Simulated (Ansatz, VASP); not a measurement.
## One calculation of Hf5H2, two programs

```xyz
7
Lattice="-3.6719 3.6719 2.3174 3.6719 -3.6719 2.3174 3.6719 3.6719 -2.3174" Properties=species:S:1:pos:R:3 pbc="T T T"
Hf    1.5982    3.6719    0.0000
Hf    2.0738    0.0000    2.3174
Hf    3.6719    1.5982    0.0000
Hf    0.0000    2.0738    2.3174
Hf    0.0000    0.0000    0.0000
H     0.0000    3.6719    1.1587
H     3.6719    0.0000    1.1587
```

Alike in both runs: functional PBE; k mesh 4 × 4 × 4; occupations gaussian, width 0.2 eV; no spin polarisation.

Ansatz relaxed the structure, and its values are those at the end. VASP's run is a single point on that final structure, the one shown.

|  | VASP | Ansatz |
| --- | --- | --- |
| version | VASP 6.6.1 | Ansatz 0.2.0 |
| potentials or method | VASP PAW PBE potentials, release 64 (Hf_pv, H), cutoff 520 eV | scalar-relativistic, plane waves, PAW |
| valence electrons in the cell | 52 | 132 |

Ansatz gave:

```
gap on the k mesh at the Fermi level (eV) : none
pressure (GPa)                            : 0.2
rms of the force components (eV/Å)        : 0.002
```

Q: Which values does VASP return?

A: gap on the k mesh at the Fermi level (eV): none; pressure (GPa): -0.3; rms of the force components (eV/Å): 0.007.

A gap of «none» marks a metal or a gap that the smearing closes. VASP's potentials hold 52 valence electrons a cell and Ansatz's 132, so a difference there can come from the potentials and not from the codes.

The k mesh is coarse, so the values compare programs but aren't converged. Spin-orbit coupling is off throughout.
